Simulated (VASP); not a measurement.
Runs of VASP 6.6.1 on Zr. The structure is that of space group Pm-3m (No. 221), or close to it. The cells are those of the table. 

| task | cell | k mesh | cutoff (eV) | gap on the mesh (eV) | pressure (GPa) |
| --- | --- | --- | --- | --- | --- |
| single point | a = 2.963 Å, 1 atom | 11 × 11 × 11 | 520 | none | 0.1 |
| single point | a = 2.839 Å, 1 atom | 12 × 12 × 12 | 520 | none | (a) |
| single point | a = 3.040 Å, 1 atom | 12 × 12 × 12 | 520 | none | -3.8 |
| single point | a = 2.923 Å, 1 atom | 12 × 12 × 12 | 520 | none | 3.1 |
| single point | a = 2.963 Å, 1 atom | 12 × 12 × 12 | 520 | none | (b) |
| single point | a = 3.077 Å, 1 atom | 12 × 12 × 12 | 520 | none | -5.4 |
| relaxation of cell and atoms | relaxed from a = 2.930 Å, 1 atom | 11 × 11 × 11 | 600 | none | 0.0 |

Alike in all rows: level BLYP; potentials or basis VASP PAW PBE potentials, release 64 (Zr_sv); no spin polarisation; smearing fermi-dirac 0.1 eV.

Estimate the missing entries.

(a) 10.2; (b) 0.4.

Caveats: the PAW data sets were made with another functional, which shifts forces and pressure a little.

A k mesh can miss the band edges, and the runs leave out spin-orbit coupling on Zr.

A gap of «none» marks levels without a gap at the run's occupations.
